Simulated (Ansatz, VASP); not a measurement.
One calculation of Cs2B, two programs

```xyz
6
Lattice="0.0000 5.1869 5.1869 5.1869 0.0000 5.1869 5.1869 5.1869 0.0000" Properties=species:S:1:pos:R:3 pbc="T T T"
Cs    6.4837    6.4837    6.4837
Cs    6.4837    3.8902    3.8902
Cs    3.8902    3.8902    6.4837
Cs    3.8902    6.4837    3.8902
B     0.0000    0.0000    0.0000
B     2.5935    2.5935    2.5935
```

Alike in both runs: functional PBE; k mesh 4 × 4 × 4; occupations gaussian, width 0.1 eV; no spin polarisation.

Ansatz relaxed the structure, and its values are those at the end. VASP's run is a single point on that final structure, the one shown.

|  | VASP | Ansatz |
| --- | --- | --- |
| version | VASP 6.6.1 | Ansatz 0.2.0 |
| potentials or method | VASP PAW PBE potentials, release 64 (Cs_sv, B), cutoff 520 eV | scalar-relativistic, plane waves, PAW |
| valence electrons in the cell | 42 | 42 |

|  | VASP | Ansatz | Ansatz less VASP |
| --- | --- | --- | --- |
| gap on the k mesh at the Fermi level (eV) | none | none | - |
| pressure (GPa) | 0.3 | 0.2 | -0.06 |

A gap of «none» marks a metal or a gap that the smearing closes.

Neither program's run includes spin-orbit coupling.
